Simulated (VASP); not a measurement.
# Be (P6_3/mmc) in VASP: a series of runs

Be is run at these levels: RPBE; tasks: single point.

Everything below comes from runs of VASP 6.6.1. Logs are shortened: lines on timing, memory, paths and dates and some standing lists are left out, and cuts for length are marked.

### 1 The cell of the first run

Symmetry: P6_3/mmc, No. 194, hexagonal system. The conventional cell has a = 2.334 Å, b = 2.334 Å, c = 7.424 Å, α = 90.00°, β = 90.00°, γ = 120.00°. Within 3.0 Å of Be (site symmetry -3m) lie 12 Be at 2.29 to 2.33 Å. Within 3.0 Å of Be (site symmetry -6m2) lie 12 Be at 2.29 to 2.33 Å.

### 2 Single point, RPBE (volume scaled by 1.08)

Input file INCAR:

```
SYSTEM = Be
PREC = Accurate ; ENCUT = 520
EDIFF = 1E-6 ; ISMEAR = -1
SIGMA = 0.1 ; LREAL = .False.
LASPH = .True. ; NELM = 80
ALGO = Normal ; ISIF = 2
LWAVE = .False. ; LCHARG = .False.
GGA = RP ; NBANDS = 12
```

Input file KPOINTS:

```
regular mesh
0
Gamma
  18 18 5
  0 0 0
```

Input file POSCAR:

```
Be
1.0
    2.3339279967      0.0000000000      0.0000000000
   -1.1669639984      2.0212409358      0.0000000000
    0.0000000000      0.0000000000      7.4237331696
Be
4
Direct
    0.0000000000      1.0000000000      1.0000000000
    1.0000000000      1.0000000000      0.5000000000
    0.3333333333      0.6666666667      0.2500000000
    0.6666666667      0.3333333333      0.7500000000
```

Potentials or basis: VASP PAW PBE potentials, release 64 (Be).

Launch:

```console
$ cat potpaw_PBE.64/Be/POTCAR > POTCAR
$ mpirun -np 1 vasp_std > vasp.out
```

OUTCAR:

```text
SYSTEM = Be
   PREC = Accurate
   ENCUT = 520
   EDIFF = 1E-6
   ISMEAR = -1
   LREAL = .False.
   LASPH = .True.
   NELM = 80
   ISIF = 2
   GGA = RP

 ion  position               nearest neighbor table
   1  0.000  0.000  0.000-   3 2.29   4 2.29   4 2.29   3 2.29   4 2.29   3 2.29
   2  0.000  0.000  0.500-   3 2.29   4 2.29   4 2.29   3 2.29   4 2.29   3 2.29
   3  0.333  0.667  0.250-   1 2.29   2 2.29   1 2.29   2 2.29   1 2.29   2 2.29
   4  0.667  0.333  0.750-   1 2.29   2 2.29   1 2.29   2 2.29   1 2.29   2 2.29

  LATTYP: Found a hexagonal cell.
 ALAT       =     2.3339279967
 C/A-ratio  =     3.1807892875

  Lattice vectors:

 A1 = (   2.3339279967,   0.0000000000,   0.0000000000)
 A2 = (  -1.1669639984,   2.0212409358,   0.0000000000)
 A3 = (   0.0000000000,   0.0000000000,   7.4237331696)

Analysis of symmetry for initial positions (statically):
=====================================================================
 Subroutine PRICEL returns:
 Original cell was already a primitive cell.

 Routine SETGRP: Setting up the symmetry group for a
 hexagonal supercell.

 Subroutine GETGRP returns: Found 24 space group operations
 (whereof 12 operations were pure point group operations)
 out of a pool of 24 trial point group operations.

The static configuration has the point symmetry D_3d.
 The point group associated with its full space group is D_6h.

Analysis of symmetry for dynamics (positions and initial velocities):
=====================================================================
 Subroutine PRICEL returns:
 Original cell was already a primitive cell.

 Routine SETGRP: Setting up the symmetry group for a
 hexagonal supercell.

 Subroutine GETGRP returns: Found 24 space group operations
 (whereof 12 operations were pure point group operations)
 out of a pool of 24 trial point group operations.

The dynamic configuration has the point symmetry D_3d.
 The point group associated with its full space group is D_6h.

 Subroutine INISYM returns: Found 24 space group operations
 (whereof 12 operations are pure point group operations),
 and found     1 'primitive' translations

----------------------------------------------------------------------------------------

                                     Primitive cell

  volume of cell :      35.0209

  direct lattice vectors                    reciprocal lattice vectors
     2.333927997  0.000000000  0.000000000     0.428462233  0.247372785  0.000000000
    -1.166963998  2.021240936  0.000000000     0.000000000  0.494745571  0.000000000
     0.000000000  0.000000000  7.423733170     0.000000000  0.000000000  0.134703117

  length of vectors
     2.333927997  2.333927997  7.423733170     0.494745571  0.494745571  0.134703117

  position of ions in fractional coordinates (direct lattice)
     0.000000000  0.000000000  0.000000000
     0.000000000  0.000000000  0.500000000
     0.333333333  0.666666667  0.250000000
     0.666666667  0.333333333  0.750000000

  ion indices of the primitive-cell ions
   primitive index   ion index
                 1           1
                 2           2
                 3           3
                 4           4

----------------------------------------------------------------------------------------

 KPOINTS: regular mesh

Automatic generation of k-mesh.
 Grid dimensions read from file:
 generate k-points for:   18   18    5

 Generating k-lattice:

  Cartesian coordinates                     Fractional coordinates (reciprocal lattice)
     0.023803457  0.013742933  0.000000000     0.055555556 -0.000000000  0.000000000
     0.000000000  0.027485865  0.000000000     0.000000000  0.055555556  0.000000000
     0.000000000  0.000000000  0.026940623     0.000000000  0.000000000  0.200000000

  Length of vectors
     0.027485865  0.027485865  0.026940623

  Shift w.r.t. Gamma in fractional coordinates (k-lattice)
     0.000000000  0.000000000  0.000000000

 Subroutine IBZKPT returns following result:
 ===========================================

 Found    111 irreducible k-points:

 Following reciprocal coordinates:
            Coordinates               Weight
  0.000000  0.000000  0.000000      1.000000
  0.055556 -0.000000  0.000000      6.000000
  0.111111 -0.000000  0.000000      6.000000
  0.166667  0.000000  0.000000      6.000000
  0.222222  0.000000  0.000000      6.000000
  0.277778  0.000000  0.000000      6.000000
[... 16 lines left out ...]
  0.333333  0.111111  0.000000     12.000000
  0.388889  0.111111  0.000000     12.000000
 [... further k-points ...]
   k-points           NKPTS =    111   k-points in BZ     NKDIM =    111   number of bands    NBANDS=     12
   number of dos      NEDOS =    301   number of ions     NIONS =      4
   total plane-waves  NPLWV =  18144
   dimension x,y,z NGX =    18 NGY =   18 NGZ =   56
   dimension x,y,z NGXF=    36 NGYF=   36 NGZF=  112
   ions per type =               4
   NGX,Y,Z   is equivalent  to a cutoff of  12.82, 12.82, 12.54 a.u.
   NGXF,Y,Z  is equivalent  to a cutoff of  25.64, 25.64, 25.08 a.u.
 SYSTEM =  Be
   PREC   = accura    normal or accurate (medium, high low for compatibility)
   ISTART =      0    job   : 0-new  1-cont  2-samecut
   ICHARG =      2    charge: 1-file 2-atom 10-const
   ISPIN  =      1    spin polarized calculation?
   LNONCOLLINEAR =      F non collinear calculations
   LSORBIT =      F    spin-orbit coupling
   LASPH  =      T    aspherical Exc in radial PAW
   ENCUT  =  520.0 eV  38.22 Ry    6.18 a.u.   4.34  4.34 13.80*2*pi/ulx,y,z
   NELM   =     80;   NELMIN=  2; NELMDL= -5     # of ELM steps
   EDIFF  = 0.1E-05   stopping-criterion for ELM
   LREAL  =      F    real-space projection
   EDIFFG = 0.1E-04   stopping-criterion for IOM
   NSW    =      0    number of steps for IOM
   IBRION =     -1    ionic relax: 0-MD 1-quasi-New 2-CG
   NFREE  =      0    steps in history (QN), initial steepest desc. (CG)
   ISIF   =      2    stress and relaxation
   ISYM   =      2    0-nonsym 1-usesym 2-fastsym
   POTIM  = 0.5000    time-step for ionic-motion
   TEBEG  =    0.0;   TEEND  =   0.0 temperature during run
   PSTRESS=    0.0 pullay stress
   NELECT =       8.0000    total number of electrons
   NUPDOWN=      -1.0000    fix difference up-down
   EMIN   =  10.00;   EMAX   =-10.00  energy-range for DOS
   EFERMI =   0.00;   METHOD = LEGACY
   ISMEAR =    -1;   SIGMA  =   0.10  broadening in eV -4-tet -1-fermi 0-gaus
   EFERMI_NEDOS =   21; number of points for ismear=-14 and -15
   IALGO  =     38    algorithm
   IMIX   =      4    mixing-type and parameters
     AMIX     =   0.40;   BMIX     =  1.00
     AMIX_MAG =   1.60;   BMIX_MAG =  1.00
  volume/ion in A,a.u.               =       8.76        59.08
  Fermi-wavevector in a.u.,A,eV,Ry     =   1.000758  1.891157 13.626447  1.001516
  Thomas-Fermi vector in A             =   2.133135
   LORBIT       =      0    0 simple, 1 ext, 2 COOP (PROOUT), +10 PAW based schemes
   GGA     = RP    functional components
   LHFCALC =     F    Hartree Fock is set to
   AEXX    =    0.0000 exact exchange contribution
   IVDW    =     0    specifies the selected vdW correction
   LEPSILON=     F    determine dielectric tensor
   LRPA    =     F    only Hartree local field effects (RPA)
 non-spin polarized calculation
  energy-cutoff  :      520.00
  volume of cell :       35.02
 maximum number of plane-waves:       982
 NGX is ok and might be reduce to    18
   NGX =  9   NGY =  9   NGZ = 27

 number of electron       8.0000000 magnetization

 Free energy of the ion-electron system (eV)
  ---------------------------------------------------
  ext. energy  EPLUGINS =         0.00000000
  ---------------------------------------------------
  free energy    TOTEN  =       -13.86484669 eV

  energy without entropy =      -13.85332380  energy(sigma->0) =      -13.85908524

 E-fermi :   6.5267     XC(G=0): -10.2781

 val. band max:        6.5095439094   @ k =   0.3333   0.2778   0.2000
 cond. band min:       6.6605494672   @ k =   0.3333   0.2778   0.4000
 fundamental gap:      0.1510055578
 Fermi energy:         6.5267373631

 k-point     1 :       0.0000    0.0000    0.0000
  band No.  band energies     occupation
      1      -4.5338      2.00000
      2      -2.4798      2.00000
      3      -2.4593      2.00000
      4       2.1371      2.00000
      5       6.8958      0.04868
      6      15.9568      0.00000
      7      15.9592      0.00000
      8      21.5037      0.00000
      9      21.5037      0.00000
     10      22.5830      0.00000
     11      22.5845      0.00000
     12      22.8935      0.00000

 k-point     2 :       0.0556   -0.0000    0.0000
  band No.  band energies     occupation
      1      -4.4474      2.00000
      2      -2.3920      2.00000
      3      -2.3714      2.00000
      4       2.2462      2.00000
      5       6.9320      0.03416
      6      15.9862      0.00000
      7      15.9956      0.00000
      8      20.7566      0.00000
      9      20.9329      0.00000
     10      22.2477      0.00000
     11      22.4325      0.00000
     12      22.4928      0.00000

 k-point     3 :       0.1111   -0.0000    0.0000
  band No.  band energies     occupation
      1      -4.1880      2.00000
      2      -2.1290      2.00000
      3      -2.1083      2.00000
      4       2.5731      2.00000
      5       7.0359      0.01222
      6      16.0189      0.00000
      7      16.0813      0.00000
      8      19.1350      0.00000
      9      19.8636      0.00000
     10      20.9279      0.00000
     11      21.0852      0.00000
     12      21.7909      0.00000
[... 286 lines left out ...]
 k-point    23 :       0.3333    0.1111    0.0000
  band No.  band energies     occupation
      1      -0.0614      2.00000
      2       1.8739      2.00000
      3       1.8772      2.00000
      4       6.0210      1.98735
      5       7.5275      0.00009
      6       9.3848      0.00000
      7      10.0001      0.00000
      8      11.3993      0.00000
      9      13.6324      0.00000
     10      15.5238      0.00000
     11      15.9380      0.00000
     12      16.6120      0.00000

 k-point    24 :       0.3889    0.1111    0.0000
  band No.  band energies     occupation
      1       1.1560      2.00000
      2       2.7749      2.00000
      3       2.8501      2.00000
      4       4.6825      2.00000
      5       7.8172      0.00000
      6       8.0321      0.00000
      7       9.7147      0.00000
      8      11.5863      0.00000
      9      12.9373      0.00000
     10      13.5557      0.00000
     11      15.7360      0.00000
     12      16.4138      0.00000

 [... further k-points ...]

------------------------ aborting loop because EDIFF is reached ----------------------------------------

  FORCE on cell =-STRESS in cart. coord.  units (eV):
  Direction    XX          YY          ZZ          XY          YZ          ZX
  --------------------------------------------------------------------------------------
  -------------------------------------------------------------------------------------
  Total       -1.7264419     -1.7264419     -1.7521551      0.0000000      0.0000000      0.0000000
  in kB      -78.9831867    -78.9831867    -80.1595449      0.0000000      0.0000000      0.0000000
  external PRESSURE =     -79.3753061 kB  Pullay stress =       0.0000000 kB

 VOLUME and BASIS-vectors are now :
 -----------------------------------------------------------------------------
  energy-cutoff  :      520.00
  volume of cell :       35.02
      direct lattice vectors                 reciprocal lattice vectors
     2.333927997  0.000000000  0.000000000     0.428462233  0.247372785  0.000000000
    -1.166963998  2.021240936  0.000000000     0.000000000  0.494745571  0.000000000
     0.000000000  0.000000000  7.423733170     0.000000000  0.000000000  0.134703117

 POSITION                                       TOTAL-FORCE (eV/Angst)
 -----------------------------------------------------------------------------------
      0.00000      0.00000      0.00000         0.000000      0.000000      0.000000
      0.00000      0.00000      3.71187         0.000000      0.000000      0.000000
     -0.00000      1.34749      1.85593         0.000000     -0.000000     -0.000000
      1.16696      0.67375      5.56780        -0.000000      0.000000     -0.000000
 -----------------------------------------------------------------------------------
    total drift:                               -0.000000      0.000000     -0.000000

  FREE ENERGIE OF THE ION-ELECTRON SYSTEM (eV)
  ---------------------------------------------------
  free  energy   TOTEN  =       -13.8648466905 eV

  energy  without entropy=      -13.8533237975  energy(sigma->0) =      -13.85908524
```

It took 24 s on 1 thread of Intel Xeon Platinum 8375C at 2.90GHz (Ice Lake), shared host; peak memory 0.16 GiB.

What came out:

```
Free energy            : -13.8648 eV
Pressure               : -7.9 GPa
Band gap on the k mesh : zero (band 4 reaches 7.21 eV, above the bottom of band 5 at 5.92 eV)
```

Stress tensor (GPa, compression positive):
```
-7.90  0.00  0.00
 0.00 -7.90  0.00
 0.00  0.00 -8.02
```

Caveat: the cell differs from its parent crystal (volume scaled by 1.08); the PAW data sets were made with another functional, which shifts forces and pressure a little.

### 3 Single point, RPBE (volume scaled by 1.12)

Input file INCAR:

```
SYSTEM = Be
  ALGO = Normal
  EDIFF = 1E-6
  ENCUT = 520
  GGA = RP
  ISIF = 2
  ISMEAR = -1
  LASPH = .True.
  LCHARG = .False.
  LREAL = .False.
  LWAVE = .False.
  NBANDS = 12
  NELM = 60
  PREC = Accurate
  SIGMA = 0.1
```

Input file KPOINTS:

```
k-points
0
Gamma
  18 18 5
  0 0 0
```

Input file POSCAR:

```
Be
1.0
    2.3623933387      0.0000000000      0.0000000000
   -1.1811966694      2.0458926450      0.0000000000
    0.0000000000      0.0000000000      7.5142754243
Be
4
Direct
    0.0000000000      1.0000000000      1.0000000000
    1.0000000000      1.0000000000      0.5000000000
    0.3333333333      0.6666666667      0.2500000000
    0.6666666667      0.3333333333      0.7500000000
```

Potentials or basis: VASP PAW PBE potentials, release 64 (Be).

Launch:

```console
$ cat potpaw_PBE.64/Be/POTCAR > POTCAR
$ mpirun -np 1 vasp_std > vasp.out
```

It took 24 s on 1 thread of Intel Xeon Platinum 8375C at 2.90GHz (Ice Lake), shared host; peak memory 0.16 GiB.

The run converged. Its results:

* Free energy: -13.7878 eV
* Pressure: -11.0 GPa
* Band gap on the k mesh: zero (band 4 reaches 6.92 eV, above the bottom of band 5 at 5.65 eV)

Stress tensor (GPa, compression positive):
```
-10.84   0.00   0.00
  0.00 -10.84   0.00
  0.00   0.00 -11.35
```

Levels at points of the mesh, in eV from the Fermi level:
```csv
k point,band 1,band 2,band 3,band 4,band 5,band 6,band 7,band 8
"(0.00, 0.00, 0.00)",-10.86,-8.84,-8.82,-4.27,0.27,9.16,9.16,14.54
"(0.50, 0.00, 0.00)",-4.65,-3.86,-3.42,-2.68,0.64,0.68,3.73,5.32
```

Caveat: the cell differs from its parent crystal (volume scaled by 1.12); the PAW data sets were made with another functional, which shifts forces and pressure a little.

### 4 Single point, RPBE

This run uses another cell than the first one, of 8.11 Å³/atom, 0.926 times its volume.

Input file INCAR:

```
SYSTEM = Be
  PREC = Accurate
  ENCUT = 520
  EDIFF = 1E-6
  ISMEAR = -1
  SIGMA = 0.1
  LREAL = .False.
  LASPH = .True.
  NELM = 60
  ALGO = Normal
  ISIF = 2
  LWAVE = .False.
  LCHARG = .False.
  GGA = RP
  NBANDS = 12
```

Input file KPOINTS:

```
Automatic mesh
0
Gamma
  21 21 6
  0 0 0
```

Input file POSCAR:

```
Be
1.0
    2.2748156207      0.0000000000      0.0000000000
   -1.1374078104      1.9700481165      0.0000000000
    0.0000000000      0.0000000000      7.2357091572
Be
4
Direct
    0.0000000000      1.0000000000      1.0000000000
    1.0000000000      1.0000000000      0.5000000000
    0.3333333333      0.6666666667      0.2500000000
    0.6666666667      0.3333333333      0.7500000000
```

Launch:

```console
$ cat potpaw_PBE.64/Be/POTCAR > POTCAR
$ mpirun -np 1 vasp_std > vasp.out
```

Wall time 38 s (1 thread of Intel Xeon Platinum 8375C at 2.90GHz (Ice Lake), shared host); peak memory 0.18 GiB.

The run converged. Its results:

| Property | Result |
| --- | --- |
| Free energy | -13.9326 eV |
| Pressure | 0.1 GPa |
| Band gap on the k mesh | zero (band 4 reaches 8.06 eV, above the bottom of band 5 at 6.47 eV) |

Stress tensor (GPa, compression positive):
```
-0.08  0.00  0.00
 0.00 -0.08  0.00
 0.00  0.00  0.35
```

Levels at points of the mesh, in eV from the Fermi level:
```
           k point  band 1  band 2  band 3  band 4  band 5  band 6  band 7  band 8  band 9
(0.00, 0.00, 0.00)  -11.43   -9.32   -9.29   -4.61    0.65   10.07   10.08   15.98   15.98
(0.00, 0.00, 0.50)  -10.90  -10.90   -6.75   -6.75    4.01    4.01   16.34   16.34   16.34
```

Caveat: the PAW data sets were made with another functional, which shifts forces and pressure a little.

### 5 The runs side by side

```tsv
cell	k mesh	gap on the mesh (eV)	pressure (GPa)
a = 2.334, b = 2.334, c = 7.424 Å, angles 90.0, 90.0, 120.0°, 4 atoms	18 × 18 × 5	none	-7.9
a = 2.362, b = 2.362, c = 7.514 Å, angles 90.0, 90.0, 120.0°, 4 atoms	18 × 18 × 5	none	-11.0
a = 2.275, b = 2.275, c = 7.236 Å, angles 90.0, 90.0, 120.0°, 4 atoms	21 × 21 × 6	none	0.1
```

Alike in all rows: task single point; level RPBE; potentials or basis VASP PAW PBE potentials, release 64 (Be); no spin polarisation; cutoff (eV) 520; smearing fermi-dirac 0.1 eV.

Caveats: the PAW data sets were made with another functional, which shifts forces and pressure a little.

Absolute energies hang on the potentials; compare differences alone.
